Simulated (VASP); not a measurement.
# Ge (P6/mmm) in VASP: further runs, part 2 of 2

VASP 6.6.1. Earlier steps stand in the parts before.

## 4. Single point, PBE

This run uses another cell than the first one, of 11.27 Å³/atom, 1.349 times its volume.

File INCAR:

```
PREC     = Accurate       # precision mode
ENCUT    = 520            # plane-wave cutoff, eV
EDIFF    = 1E-7           # SCF threshold, eV
ISMEAR   = -1             # smearing method
SIGMA    = 0.08           # smearing width, eV
LREAL    = F              # projectors in reciprocal space
LASPH    = T              # aspherical terms in the spheres
NELM     = 60             # most SCF steps
ALGO     = Normal         # electronic algorithm
ISIF     = 2              # what is computed and relaxed
LWAVE    = F              # write WAVECAR
LCHARG   = F              # write CHGCAR
GGA      = PE             # functional
NBANDS   = 28             # bands
```

File KPOINTS:

```
regular mesh
0
Gamma
  8 8 10
```

File POSCAR:

```
Ge
1.0
    4.0541221820      0.0000000000      0.0000000000
   -2.0270610910      3.5109727997      0.0000000000
    0.0000000000      0.0000000000      2.3762101992
Ge
3
Direct
    0.0000000000      0.0000000000      0.0000000000
    0.3333333333      0.6666666667      0.5000000000
    0.6666666667      0.3333333333      0.5000000000
```

Run with:

```sh
$ cat potpaw_PBE.64/Ge_d/POTCAR > POTCAR
$ mpirun -np 1 vasp_std > vasp.out
```

It took 28 s on 1 thread of Intel Xeon 6975P-C (Granite Rapids), shared host; peak memory 0.16 GiB.

Results (log left out):

| Property | Result |
| --- | --- |
| Free energy | -7.0986 eV |
| Pressure | 119.1 GPa |
| Band gap on the k mesh | zero (band 21 reaches 17.10 eV, above the bottom of band 22 at 8.10 eV) |

Stress tensor (GPa, compression positive):
```
119.27   0.00   0.00
  0.00 119.27   0.00
  0.00   0.00 118.80
```

Levels at points of the mesh, in eV from the Fermi level:
```
           k point  band 18  band 19  band 20  band 21  band 22  band 23  band 24  band 25
(0.00, 0.00, 0.00)    -6.27    -5.98    -5.98    -5.91    -5.91     6.54    10.92    15.28
(0.50, 0.00, 0.00)    -9.43    -9.07     2.70     2.84     3.44     3.59     7.09     9.91
(0.00, 0.00, 0.50)    -1.44    -1.28    -1.28    -0.98     0.55     0.55     0.60     1.65
(0.50, 0.00, 0.50)    -8.47    -7.95    -3.32    -2.89    -2.69    -1.03     7.51     7.54
```

## 5. Single point, PBE

This run uses another cell than the first one, of 15.16 Å³/atom, 1.814 times its volume.

File INCAR:

```
SYSTEM = Ge
PREC = Accurate
ENCUT = 520
EDIFF = 1E-6
ISMEAR = -1
SIGMA = 0.08
LREAL = .False.
LASPH = .True.
NELM = 80
ALGO = Normal
ISIF = 2
LWAVE = .False.
LCHARG = .True.
GGA = PE
LELF = .True.
LVHAR = .True.
NBANDS = 28
```

File KPOINTS:

```
Automatic mesh
0
Gamma
  8 8 10
  0 0 0
```

File POSCAR:

```
Ge
1.0
    4.5211520943      0.0000000000      0.0000000000
   -2.2605760472      3.9154325681      0.0000000000
    0.0000000000      0.0000000000      2.5694897924
Ge
3
Direct
    0.0000000000      0.0000000000      0.0000000000
    0.3333333333      0.6666666667      0.5000000000
    0.6666666667      0.3333333333      0.5000000000
```

Potentials or basis: VASP PAW PBE potentials, release 64 (Ge_d).

Run with:

```sh
$ cat potpaw_PBE.64/Ge_d/POTCAR > POTCAR
$ mpirun -np 1 vasp_std > vasp.out
```

OUTCAR:

```text
SYSTEM = Ge
   PREC = Accurate
   ENCUT = 520
   EDIFF = 1E-6
   ISMEAR = -1
   LREAL = .False.
   LASPH = .True.
   NELM = 80
   ISIF = 2
   GGA = PE

 ion  position               nearest neighbor table
   1  0.000  0.000  0.000-   2 2.91   3 2.91   2 2.91   3 2.91   3 2.91   3 2.91   2 2.91   2 2.91
                             3 2.91   3 2.91   2 2.91   2 2.91
   2  0.333  0.667  0.500-   3 2.61   3 2.61   3 2.61   1 2.91   1 2.91   1 2.91   1 2.91   1 2.91
                             1 2.91
   3  0.667  0.333  0.500-   2 2.61   2 2.61   2 2.61   1 2.91   1 2.91   1 2.91   1 2.91   1 2.91
                             1 2.91

  LATTYP: Found a hexagonal cell.
[... 942 lines left out ...]
  --------------------------------------------------------------------------------------
  -------------------------------------------------------------------------------------
  Total        7.8204214      7.8204214      7.8311169     -0.0000000      0.0000000      0.0000000
  in kB      275.4640783    275.4640783    275.8408143     -0.0000000      0.0000000      0.0000000
  external PRESSURE =     275.5896570 kB  Pullay stress =       0.0000000 kB

 VOLUME and BASIS-vectors are now :
 -----------------------------------------------------------------------------
  energy-cutoff  :      520.00
  volume of cell :       45.49
      direct lattice vectors                 reciprocal lattice vectors
     4.521152094  0.000000000  0.000000000     0.221182561  0.127699811  0.000000000
    -2.260576047  3.915432568  0.000000000     0.000000000  0.255399623  0.000000000
     0.000000000  0.000000000  2.569489792     0.000000000  0.000000000  0.389182321

 POSITION                                       TOTAL-FORCE (eV/Angst)
 -----------------------------------------------------------------------------------
      0.00000      0.00000      0.00000         0.000000      0.000000      0.000000
     -0.00000      2.61029      1.28474        -0.000000     -0.000000     -0.000000
      2.26058      1.30514      1.28474         0.000000      0.000000      0.000000
 -----------------------------------------------------------------------------------
    total drift:                                0.000000      0.000000     -0.000000

  FREE ENERGIE OF THE ION-ELECTRON SYSTEM (eV)
  ---------------------------------------------------
  free  energy   TOTEN  =       -11.7125141517 eV

  energy  without entropy=      -11.6873252405  energy(sigma->0) =      -11.69991970
```

stdout:

```text
POSCAR found type information on POSCAR Ge
 POSCAR found :  1 types and       3 ions
 scaLAPACK will be used
 LDA part: xc-table for (Slater+PW92), standard interpolation
 POSCAR, INCAR and KPOINTS ok, starting setup
 FFT: planning ... GRIDC
 FFT: planning ... GRID_SOFT
 FFT: planning ... GRID
 WAVECAR not read
 entering main loop
```

Wall time 27 s (1 thread of Intel Xeon 6975P-C (Granite Rapids), shared host); peak memory 0.19 GiB.

Results:

```
Free energy            : -11.7125 eV
Pressure               : 27.6 GPa
Band gap on the k mesh : zero (band 21 reaches 11.41 eV, above the bottom of band 22 at 5.13 eV)
```

Levels at points of the mesh, in eV from the Fermi level:
```tsv
k point	band 18	band 19	band 20	band 21	band 22	band 23	band 24	band 25
(0.00, 0.00, 0.00)	-6.56	-4.32	-4.32	-4.24	-4.24	6.35	10.25	10.84
(0.50, 0.00, 0.00)	-8.38	-6.91	1.41	1.52	2.98	3.21	5.37	8.79
(0.00, 0.00, 0.50)	-1.35	-1.13	-0.98	-0.88	-0.51	-0.51	1.07	1.07
(0.50, 0.00, 0.50)	-6.67	-6.06	-2.91	-2.52	-1.99	-0.04	5.31	5.71
```

## 6. Single point, PBE

File INCAR:

```
ALGO = Normal
EDIFF = 1E-7
ENCUT = 520
GGA = PE
ISIF = 2
ISMEAR = -1
LASPH = T
LCHARG = T
LELF = T
LREAL = F
LVHAR = T
LWAVE = F
NBANDS = 28
NELM = 80
PREC = Accurate
SIGMA = 0.08
```

File KPOINTS:

```
k-points
0
Gamma
  8 8 10
```

POSCAR is that of step 5.

Potentials or basis: VASP PAW PBE potentials, release 64 (Ge_d).

Run with:

```sh
$ cat potpaw_PBE.64/Ge_d/POTCAR > POTCAR
$ mpirun -np 1 vasp_std > vasp.out
```

It took 28 s on 1 thread of Intel Xeon 6975P-C (Granite Rapids), shared host; peak memory 0.19 GiB.

It converged, with:

```
Free energy            : -11.7125 eV
Pressure               : 27.6 GPa
Band gap on the k mesh : zero (band 21 reaches 11.41 eV, above the bottom of band 22 at 5.13 eV)
```

Levels at points of the mesh, in eV from the Fermi level:
```
           k point  band 17  band 18  band 19  band 20  band 21  band 22  band 23  band 24  band 25  band 26
(0.00, 0.00, 0.00)    -6.80    -6.56    -4.32    -4.32    -4.24    -4.24     6.35    10.25    10.84    10.84
(0.50, 0.00, 0.00)   -12.70    -8.38    -6.91     1.41     1.52     2.98     3.21     5.37     8.79     8.89
(0.00, 0.00, 0.50)    -8.84    -1.35    -1.13    -0.98    -0.88    -0.51    -0.51     1.07     1.07     2.13
(0.50, 0.00, 0.50)    -7.25    -6.67    -6.06    -2.91    -2.52    -1.99    -0.04     5.31     5.71     7.40
```

## 7. Overview

```csv
cell,gap on the mesh (eV),pressure (GPa)
"a = 3.658, b = 3.658, c = 2.164 Å, angles 90.0, 90.0, 120.0°, 3 atoms",none,368.5
"a = 4.054, b = 4.054, c = 2.376 Å, angles 90.0, 90.0, 120.0°, 3 atoms",none,119.1
"a = 4.521, b = 4.521, c = 2.569 Å, angles 90.0, 90.0, 120.0°, 3 atoms",none,27.6
```

Alike in all rows: task single point; level PBE; potentials or basis VASP PAW PBE potentials, release 64 (Ge_d); no spin polarisation; k mesh 8 × 8 × 10; cutoff (eV) 520; smearing fermi-dirac 0.08 eV.

Total energies depend on the potentials used, so only differences within one code and one set of settings carry meaning.
